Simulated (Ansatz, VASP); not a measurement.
One calculation of GaN, two programs

INCAR

```
ALGO     = Normal         # electronic algorithm
EDIFF    = 1E-6           # SCF threshold, eV
ENCUT    = 520            # plane-wave cutoff, eV
GGA      = PS             # functional
ISIF     = 2              # what is computed and relaxed
ISMEAR   = 0              # smearing method
LASPH    = True           # aspherical terms in the spheres
LCHARG   = False          # write CHGCAR
LREAL    = False          # projectors in reciprocal space
LWAVE    = False          # write WAVECAR
NBANDS   = 26             # bands
NELM     = 60             # most SCF steps
PREC     = Accurate       # precision mode
SIGMA    = 0.02           # smearing width, eV
```

KPOINTS

```
k-points
0
Gamma
  12 12 6
```

The input POSCAR:

```
GaN
1.0
    3.1672160619     -0.0059465994     -0.0039749996
   -1.5887579371      2.7216004766      0.0114886635
   -0.0064575000      0.0178227000      5.1316977600
Ga N
2 2
Direct
    0.3252103771      0.6524144651     -0.0047328688
    0.6777918984      0.3380429143      0.4944618660
    0.3290954192      0.6499707118      0.3784727062
    0.6679036344      0.3595682776      0.8817982966
```

Input for Ansatz:

```yaml
crystal:
  lattice:
    - [3.1672160619, -0.0059465994, -0.0039749996]
    - [-1.5887579371, 2.7216004766, 0.0114886635]
    - [-0.0064575, 0.0178227, 5.13169776]
  atoms:
    - { symbol: Ga, position: [0.3252103771, 0.6524144651, -0.0047328688] }
    - { symbol: Ga, position: [0.6777918984, 0.3380429143, 0.494461866] }
    - { symbol: "N", position: [0.3290954192, 0.6499707118, 0.3784727062] }
    - { symbol: "N", position: [0.6679036344, 0.3595682776, 0.8817982966] }
basis:
  ecutwfc: 420
kpoints:
  mp_grid: { grid: [12, 12, 6] }
hamiltonian:
  xc: pbesol
scf:
  occupations: { method: gaussian, width: 0.02 }
output:
  forces: true
  stress: true
  eigenvalues: true
```

Change from the starting cell: all atoms moved at random, cell strained at random.

Alike in both runs: task single point; functional PBEsol; k mesh 12 × 12 × 6; occupations gaussian, width 0.02 eV; no spin polarisation.

```csv
,VASP,Ansatz
version,VASP 6.6.1,Ansatz 0.2.0
potentials or method,"VASP PAW PBE potentials, release 64 (Ga_d, N), cutoff 520 eV","scalar-relativistic, plane waves, PAW"
valence electrons in the cell,36,36
```

Ansatz gave:

* gap on the k mesh at the Fermi level (eV): 1.98
* least direct gap on the mesh (eV): 1.98
* pressure (GPa): 6.9
* traceless stress, the component that is largest in VASP (GPa): 7.15
* rms of the force components (eV/Å): 0.762

Task: What did VASP give for the same quantities?

Result: gap on the k mesh at the Fermi level (eV): 2.00; least direct gap on the mesh (eV): 2.00; pressure (GPa): 6.6; traceless stress, the component that is largest in VASP (GPa): 6.96; rms of the force components (eV/Å): 0.750.

VASP's potentials were made for PBE, not for PBEsol. Atom by atom the forces differ by 0.011 eV/Å (rms over components).
